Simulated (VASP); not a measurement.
# Li2H (P4/nmm) in VASP: a series of runs

Li2H is run at these levels: PBE; tasks: single point, relaxation of cell and atoms.

All numbers are computed with VASP 6.6.1; they aren't measurements. Logs are shortened: lines on timing, memory, paths and dates and some standing lists are left out, and cuts for length are marked.

### 1 The cell of the first run

It takes space group P4/nmm (No. 129, tetragonal). The conventional cell has a = 3.194 Å, b = 3.194 Å, c = 5.320 Å, α = 90.00°, β = 90.00°, γ = 90.00°. Within 2.8 Å of Li (site symmetry -4m2) lie 4 H at 2.13 Å and 8 Li at 2.26 to 2.37 Å. Within 2.9 Å of Li (site symmetry 4mm) lie 5 H at 2.15 to 2.28 Å and 8 Li at 2.37 to 2.89 Å. Within 2.8 Å of H (site symmetry 4mm) lie 9 Li at 2.13 to 2.28 Å.

### 2 Single point, PBE

INCAR reads:

```
PREC     = Accurate       # precision mode
ENCUT    = 520            # plane-wave cutoff, eV
EDIFF    = 1E-6           # SCF threshold, eV
ISMEAR   = 0              # smearing method
SIGMA    = 0.1            # smearing width, eV
LREAL    = F              # projectors in reciprocal space
LASPH    = T              # aspherical terms in the spheres
NELM     = 80             # most SCF steps
ALGO     = Normal         # electronic algorithm
ISIF     = 2              # what is computed and relaxed
LWAVE    = F              # write WAVECAR
LCHARG   = T              # write CHGCAR
GGA      = PE             # functional
LELF     = T              # ELF
LVHAR    = T            
NBANDS   = 16             # bands
```

KPOINTS reads:

```
regular mesh
0
Gamma
  6 6 4
```

POSCAR reads:

```
Li2H
1.0
    3.1939784800      0.0000000000      0.0000000000
    0.0000000000      3.1939784800      0.0000000000
    0.0000000000      0.0000000000      5.3201900300
Li H
4 2
Direct
    0.0000000000      0.0000000000      0.0000000000
    0.5000000000      0.5000000000      0.0000000000
    0.5000000000      0.0000000000      0.6700000200
    0.0000000000      0.5000000000      0.3299999800
    0.5000000000      0.0000000000      0.2649999900
    0.0000000000      0.5000000000      0.7350000100
```

Potentials or basis: VASP PAW PBE potentials, release 64 (Li_sv, H).

On the command line:

```bash
$ cat potpaw_PBE.64/Li_sv/POTCAR potpaw_PBE.64/H/POTCAR > POTCAR
$ mpirun -np 1 vasp_std > vasp.out
```

OUTCAR:

```text
PREC = Accurate
   ENCUT = 520
   EDIFF = 1E-6
   ISMEAR = 0
   LREAL = F
   LASPH = T
   NELM = 80
   ISIF = 2
   GGA = PE

 ion  position               nearest neighbor table
   1  0.000  0.000  0.000-   2 2.26   2 2.26   2 2.26   2 2.26   4 2.37   4 2.37   3 2.37   3 2.37

   2  0.500  0.500  0.000-   1 2.26   1 2.26   1 2.26   1 2.26   3 2.37   4 2.37   4 2.37   3 2.37

   3  0.500  0.000  0.670-   1 2.37   2 2.37   2 2.37   1 2.37
   4  0.000  0.500  0.330-   1 2.37   2 2.37   1 2.37   2 2.37
   5  0.500  0.000  0.265-
   6  0.000  0.500  0.735-

  LATTYP: Found a simple tetragonal cell.
 ALAT       =     3.1939784800
 C/A-ratio  =     1.6656937620

  Lattice vectors:

 A1 = (   3.1939784800,   0.0000000000,   0.0000000000)
 A2 = (   0.0000000000,   3.1939784800,   0.0000000000)
 A3 = (   0.0000000000,   0.0000000000,   5.3201900300)

Analysis of symmetry for initial positions (statically):
=====================================================================
 Subroutine PRICEL returns:
 Original cell was already a primitive cell.

 Routine SETGRP: Setting up the symmetry group for a
 simple tetragonal supercell.

 Subroutine GETGRP returns: Found 16 space group operations
 (whereof  8 operations were pure point group operations)
 out of a pool of 16 trial point group operations.

The static configuration has the point symmetry D_2d.
 The point group associated with its full space group is D_4h.

Analysis of symmetry for dynamics (positions and initial velocities):
=====================================================================
 Subroutine PRICEL returns:
 Original cell was already a primitive cell.

 Routine SETGRP: Setting up the symmetry group for a
 simple tetragonal supercell.

 Subroutine GETGRP returns: Found 16 space group operations
 (whereof  8 operations were pure point group operations)
 out of a pool of 16 trial point group operations.

The dynamic configuration has the point symmetry D_2d.
 The point group associated with its full space group is D_4h.

 Subroutine INISYM returns: Found 16 space group operations
 (whereof  8 operations are pure point group operations),
 and found     1 'primitive' translations

----------------------------------------------------------------------------------------

                                     Primitive cell

  volume of cell :      54.2739

[... 101 lines left out ...]
   NFREE  =      0    steps in history (QN), initial steepest desc. (CG)
   ISIF   =      2    stress and relaxation
   ISYM   =      2    0-nonsym 1-usesym 2-fastsym
   POTIM  = 0.5000    time-step for ionic-motion
   TEBEG  =    0.0;   TEEND  =   0.0 temperature during run
   PSTRESS=    0.0 pullay stress
   NELECT =      14.0000    total number of electrons
   NUPDOWN=      -1.0000    fix difference up-down
   EMIN   =  10.00;   EMAX   =-10.00  energy-range for DOS
   EFERMI =   0.00;   METHOD = LEGACY
   ISMEAR =     0;   SIGMA  =   0.10  broadening in eV -4-tet -1-fermi 0-gaus
   EFERMI_NEDOS =   21; number of points for ismear=-14 and -15
   IALGO  =     38    algorithm
   IMIX   =      4    mixing-type and parameters
     AMIX     =   0.40;   BMIX     =  1.00
     AMIX_MAG =   1.60;   BMIX_MAG =  1.00
  volume/ion in A,a.u.               =       9.05        61.04
  Fermi-wavevector in a.u.,A,eV,Ry     =   1.042127  1.969334 14.776305  1.086028
  Thomas-Fermi vector in A             =   2.176778
   LORBIT       =      0    0 simple, 1 ext, 2 COOP (PROOUT), +10 PAW based schemes
   GGA     = PE    functional components
   LHFCALC =     F    Hartree Fock is set to
   AEXX    =    0.0000 exact exchange contribution
   IVDW    =     0    specifies the selected vdW correction
   LEPSILON=     F    determine dielectric tensor
   LRPA    =     F    only Hartree local field effects (RPA)
 non-spin polarized calculation
 Gauss-broadening in eV      SIGMA  =   0.10
  energy-cutoff  :      520.00
  volume of cell :       54.27
 maximum number of plane-waves:      1504
 NGX is ok and might be reduce to    24
   NGX = 11   NGY = 11   NGZ = 19

 number of electron      13.9999967 magnetization

 Free energy of the ion-electron system (eV)
  ---------------------------------------------------
  ext. energy  EPLUGINS =         0.00000000
  ---------------------------------------------------
  free energy    TOTEN  =       -12.52912981 eV

  energy without entropy =      -12.51435225  energy(sigma->0) =      -12.52174103

 E-fermi :   3.1381     XC(G=0):  -8.6515

 val. band max:        3.1355940970   @ k =   0.5000   0.1667   0.0000
 cond. band min:       3.1559965447   @ k =   0.5000   0.5000   0.2500
 fundamental gap:      0.0204024477
 Fermi energy:         3.1381492020

 k-point     1 :       0.0000    0.0000    0.0000
  band No.  band energies     occupation
      1     -43.8324      2.00000
      2     -43.7711      2.00000
      3     -43.6072      2.00000
      4     -43.3877      2.00000
      5      -4.2393      2.00000
      6      -2.3672      2.00000
[... 433 lines left out ...]
      3     -43.5063      2.00000
      4     -43.5063      2.00000
      5      -2.5033      2.00000
      6      -2.5033      2.00000
[... 8 lines left out ...]
     15      11.7604      0.00000
     16      11.7604      0.00000

 [... further k-points ...]

------------------------ aborting loop because EDIFF is reached ----------------------------------------

  FORCE on cell =-STRESS in cart. coord.  units (eV):
  Direction    XX          YY          ZZ          XY          YZ          ZX
  --------------------------------------------------------------------------------------
  -------------------------------------------------------------------------------------
  Total        3.7263927      3.7263927      3.8910284      0.0000000      0.0000000      0.0000000
  in kB      110.0039022    110.0039022    114.8639826      0.0000000      0.0000000      0.0000000
  external PRESSURE =     111.6239290 kB  Pullay stress =       0.0000000 kB

 VOLUME and BASIS-vectors are now :
 -----------------------------------------------------------------------------
  energy-cutoff  :      520.00
  volume of cell :       54.27
      direct lattice vectors                 reciprocal lattice vectors
     3.193978480  0.000000000  0.000000000     0.313089148  0.000000000  0.000000000
     0.000000000  3.193978480  0.000000000     0.000000000  0.313089148  0.000000000
     0.000000000  0.000000000  5.320190030     0.000000000  0.000000000  0.187963211

 POSITION                                       TOTAL-FORCE (eV/Angst)
 -----------------------------------------------------------------------------------
      0.00000      0.00000      0.00000        -0.000000      0.000000     -0.000000
      1.59699      1.59699      0.00000        -0.000000     -0.000000     -0.000000
      1.59699      0.00000      3.56453        -0.000000      0.000000     -1.831017
      0.00000      1.59699      1.75566        -0.000000      0.000000      1.831017
      1.59699      0.00000      1.40985        -0.000000      0.000000     -0.515222
      0.00000      1.59699      3.91034         0.000000      0.000000      0.515222
 -----------------------------------------------------------------------------------
    total drift:                                0.000000     -0.000000     -0.000000

  FREE ENERGIE OF THE ION-ELECTRON SYSTEM (eV)
  ---------------------------------------------------
  free  energy   TOTEN  =       -12.5291298072 eV

  energy  without entropy=      -12.5143522474  energy(sigma->0) =      -12.52174103
```

stdout:

```text
POSCAR found type information on POSCAR LiH
 POSCAR found :  2 types and       6 ions
 scaLAPACK will be used
 LDA part: xc-table for (Slater+PW92), standard interpolation
 POSCAR, INCAR and KPOINTS ok, starting setup
 FFT: planning ... GRIDC
 FFT: planning ... GRID_SOFT
 FFT: planning ... GRID
 WAVECAR not read
 entering main loop
```

Wall time 11 s (1 thread of Intel Xeon 6975P-C (Granite Rapids), shared host); peak memory 0.16 GiB.

What came out:

```yaml
Free_energy: -12.5291 eV
Largest_force: 1.831 eV/Å
Band_gap_on_the_k_mesh: zero (band 7 reaches 4.97 eV, above the bottom of band 8 at 2.19 eV)
```

Forces in eV/Å, atoms in the order of the input:
```
Li   0.000  0.000  0.000
Li   0.000  0.000  0.000
Li   0.000  0.000 -1.831
Li   0.000  0.000  1.831
H    0.000  0.000 -0.515
H    0.000  0.000  0.515
```

Caveat: the cutoff is under 1.25 times the usual one of these potentials, so pressure, stress and relaxed cells hold a basis-set (Pulay) error; forces of over 1 eV/Å act on the atoms, so gaps and moduli don't describe the material at rest.

### 3 Relaxation of cell and atoms, PBE

INCAR reads:

```
SYSTEM = Li2H
PREC = Accurate
ENCUT = 600
EDIFF = 1E-7
ISMEAR = 0
SIGMA = 0.1
LREAL = .FALSE.
LASPH = .TRUE.
NELM = 60
ALGO = Normal
ISIF = 3
LWAVE = .FALSE.
LCHARG = .FALSE.
GGA = PE
IBRION = 2
NSW = 90
EDIFFG = -0.04
```

KPOINTS reads:

```
regular mesh
0
G
  6 6 4
  0 0 0
```

POSCAR is that of step 2.

Potentials or basis: VASP PAW PBE potentials, release 64 (Li_sv, H).

On the command line:

```bash
$ cat potpaw_PBE.64/Li_sv/POTCAR potpaw_PBE.64/H/POTCAR > POTCAR
$ mpirun -np 1 vasp_std > vasp.out
```

Wall time 2.2 min (1 thread of Intel Xeon 6975P-C (Granite Rapids), shared host); peak memory 0.18 GiB.

Results (log left out):

* Free energy: -15.3317 eV
* Relaxed volume: 10.80 Å³/atom
* Relaxed cell: a = 3.893 Å, b = 3.893 Å, c = 4.276 Å, α = 90.00°, β = 90.00°, γ = 90.00°
* Space group after relaxing (to 0.05 Å): P4/nmm (No. 129)
* Energy gained by relaxing: 466.8 meV/atom
* Ionic steps: 16
* Pressure after relaxing: 0.4 GPa
* Largest force after relaxing: 0.033 eV/Å
* Band gap on the k mesh: zero (band 7 reaches 3.23 eV, above the bottom of band 8 at 0.91 eV)

Forces on the atoms (eV/Å):
```
Li   0.000  0.000  0.000
Li   0.000  0.000  0.000
Li   0.000  0.000 -0.033
Li   0.000  0.000  0.033
H    0.000  0.000 -0.023
H    0.000  0.000  0.023
```

Stress tensor (GPa, compression positive):
```
0.58 0.00 0.00
0.00 0.58 0.00
0.00 0.00 0.07
```

The path:
| step | energy change (eV) | largest force (eV/Å) | pressure (GPa) | volume (Å³) |
| --- | --- | --- | --- | --- |
| 1 | 0.0000 | 1.8297 | 11.11 | 54.27 |
| 2 | -0.5621 | 1.1979 | 6.13 | 59.35 |
| 3 | -1.0669 | 0.3828 | -0.95 | 72.38 |
| 4 | -1.0702 | 0.3813 | -1.26 | 73.27 |
| 5 | -1.2010 | 0.4150 | -1.36 | 72.84 |
| 6 | -1.5711 | 0.5705 | -1.24 | 71.11 |
| 7 | -1.6941 | 1.7903 | 1.27 | 65.44 |
| 8 | -1.7703 | 1.1305 | -0.16 | 67.86 |
| 9 | -1.8858 | 1.1212 | -0.07 | 67.51 |
| 10 | -2.1827 | 1.0600 | 0.22 | 66.38 |
| 11 | -2.5009 | 0.8672 | 0.80 | 63.77 |
| 12 | -2.7322 | 0.3054 | 0.28 | 64.28 |
| 13 | -2.7833 | 0.1359 | 0.27 | 64.54 |
| 14 | -2.7955 | 0.0149 | 0.57 | 64.99 |
| 15 | -2.8001 | 0.0288 | 0.46 | 64.88 |
| 16 | -2.8006 | 0.0326 | 0.41 | 64.82 |

Final structure:
```yaml
crystal:
  lattice:
    - [3.89331, 0.00000, 0.00000]
    - [0.00000, 3.89331, 0.00000]
    - [0.00000, 0.00000, 4.27623]
  atoms:
    - { symbol: Li, position: [0.00000, 0.00000, 0.00000] }
    - { symbol: Li, position: [0.50000, 0.50000, 0.00000] }
    - { symbol: Li, position: [0.50000, 0.00000, 0.50378] }
    - { symbol: Li, position: [0.00000, 0.50000, 0.49622] }
    - { symbol: H, position: [0.50000, 0.00000, 0.00548] }
    - { symbol: H, position: [0.00000, 0.50000, 0.99452] }
```

Levels at points of the mesh, in eV from the Fermi level:
| k point | band 3 | band 4 | band 5 | band 6 | band 7 | band 8 | band 9 | band 10 | band 11 |
| --- | --- | --- | --- | --- | --- | --- | --- | --- | --- |
| (0.00, 0.00, 0.00) | -46.07 | -46.04 | -6.32 | -1.76 | 0.51 | 1.45 | 1.79 | 1.79 | 8.58 |
| (0.50, 0.00, 0.00) | -46.06 | -46.06 | -4.87 | -4.87 | 1.57 | 1.57 | 2.94 | 2.94 | 4.22 |
| (0.50, 0.50, 0.00) | -46.06 | -46.06 | -4.59 | -4.59 | -0.56 | -0.56 | 5.09 | 5.09 | 5.68 |
| (0.00, 0.00, 0.50) | -46.08 | -46.04 | -5.93 | -2.55 | -1.92 | 3.48 | 3.48 | 4.14 | 4.14 |
| (0.50, 0.00, 0.50) | -46.06 | -46.06 | -4.63 | -4.63 | -0.76 | -0.76 | 5.90 | 6.57 | 6.74 |
| (0.50, 0.50, 0.50) | -46.06 | -46.06 | -4.60 | -4.60 | -0.15 | -0.15 | 3.29 | 3.50 | 3.50 |

Caveat: the cutoff is under 1.25 times the usual one of these potentials, so pressure, stress and relaxed cells hold a basis-set (Pulay) error; the volume moved by over 15 % at a fixed basis, so the end points are rough.
